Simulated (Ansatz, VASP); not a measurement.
CoGe3 in VASP and in Ansatz

```
Ge Co
1.0
     3.99222    0.00000    0.00000
     0.00000    3.99222    0.00000
     0.00000    0.00000    3.99222
Ge Co
3 1
Direct
  0.00000 0.50000 0.50000
  0.50000 0.00000 0.50000
  0.50000 0.50000 0.00000
  0.00000 0.00000 0.00000
```

Alike in both runs: functional PBE; k mesh 10 × 10 × 10; occupations gaussian, width 0.1 eV; no spin polarisation.

Ansatz relaxed the structure, and its values are those at the end. VASP's run is a single point on that final structure, the one shown.

|  | VASP | Ansatz |
| --- | --- | --- |
| version | VASP 6.6.1 | Ansatz 0.2.0 |
| potentials or method | VASP PAW PBE potentials, release 64 (Ge_d, Co), cutoff 520 eV | scalar-relativistic, plane waves, PAW |
| valence electrons in the cell | 51 | 59 |

|  | VASP | Ansatz | Ansatz less VASP |
| --- | --- | --- | --- |
| gap on the k mesh at the Fermi level (eV) | none | none | - |
| pressure (GPa) | 0.1 | 0.0 | -0.04 |

A gap of «none» marks a metal or a gap that the smearing closes. The functional is the same, so the differences come from potentials, cutoffs and numerics. VASP's potentials hold 51 valence electrons a cell and Ansatz's 59, so a difference there can come from the potentials and not from the codes.
